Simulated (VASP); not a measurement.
Here is a VASP 6.6.1 calculation.

Contents of INCAR:

```
  PREC = Accurate
  ENCUT = 520
  EDIFF = 1E-7
  ISMEAR = 0
  SIGMA = 0.02
  LREAL = False
  LASPH = True
  NELM = 80
  ALGO = Normal
  ISIF = 2
  LWAVE = False
  LCHARG = False
  GGA = PE
  NBANDS = 66
```

The input KPOINTS:

```
regular mesh
0
Gamma
  8 8 2
```

File POSCAR:

```
InGa5P6
1.0
    3.9406925254      0.0000000000      0.0000000000
    0.0000000000      3.9406925254      0.0000000000
    0.0000000000      0.0000000000     16.7971378696
In Ga P
1 5 6
Direct
    0.5000000000      0.5000000000      0.5000000000
    0.0000000000      0.0000000000      0.6754849555
    0.0000000000      0.0000000000      0.3245150445
    0.5000000000      0.5000000000      0.1621912644
    0.0000000000      0.0000000000      0.0000000000
    0.5000000000      0.5000000000      0.8378087356
    0.5000000000      0.0000000000      0.4048238610
    0.0000000000      0.5000000000      0.2432938610
    0.5000000000      0.0000000000      0.0810859953
    0.0000000000      0.5000000000      0.9189140047
    0.5000000000      0.0000000000      0.7567061390
    0.0000000000      0.5000000000      0.5951761390
```

Potentials or basis: VASP PAW PBE potentials, release 64 (In_d, Ga_d, P).

Launch:

```console
$ cat potpaw_PBE.64/In_d/POTCAR potpaw_PBE.64/Ga_d/POTCAR potpaw_PBE.64/P/POTCAR > POTCAR
$ mpirun -np 1 vasp_std > vasp.out
```

Question: Predict the largest force.

Answer: 0.005 eV/Å.

Question: What does it give for the band gap on the k mesh?

Answer: 1.24 eV.

Question: What does it give for the pressure?

Answer: 0.0 GPa.

Forces in eV/Å, atoms in the order of the input:
```
In   0.000  0.000  0.000
Ga   0.000  0.000  0.000
Ga   0.000  0.000  0.000
Ga   0.000  0.000  0.001
Ga   0.000  0.000  0.000
Ga   0.000  0.000 -0.001
P    0.000  0.000  0.005
P    0.000  0.000 -0.001
P    0.000  0.000  0.000
P    0.000  0.000  0.000
P    0.000  0.000  0.001
P    0.000  0.000 -0.005
```

Caveat: spin-orbit coupling is left out, which moves the levels of the heavy elements. A k mesh can miss the band edges.
